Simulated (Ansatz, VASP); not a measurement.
**Two plane-wave programs on Ta**

```
CELL_PARAMETERS angstrom
0.00000 -3.28052 3.28052
3.28052 -3.28052 0.00000
3.28052 0.00000 3.28052
ATOMIC_POSITIONS crystal
Ta 0.00000 0.00000 0.00000
Ta 0.25000 0.25000 0.25000
Ta 0.50000 0.50000 0.50000
Ta 0.75000 0.75000 0.75000
```

Alike in both runs: task single point; functional PBEsol; k mesh 10 × 10 × 10; occupations gaussian, width 0.15 eV; no spin polarisation.

```csv
,VASP,Ansatz
version,VASP 6.6.1,Ansatz 0.2.0
potentials or method,"VASP PAW PBE potentials, release 64 (Ta_pv), cutoff 520 eV","scalar-relativistic, plane waves, PAW"
valence electrons in the cell,44,52
```

```tsv
	VASP	Ansatz	Ansatz less VASP
gap on the k mesh at the Fermi level (eV)	none	none	-
pressure (GPa)	0.4	0.2	-0.20
```

VASP's potentials were made for PBE, not for PBEsol. A gap of «none» marks a metal or a gap that the smearing closes. With one functional, cell and mesh, what is left measures potentials, basis and numerics. VASP's potentials hold 44 valence electrons a cell and Ansatz's 52, so a difference there can come from the potentials and not from the codes.

Neither program's run includes spin-orbit coupling.
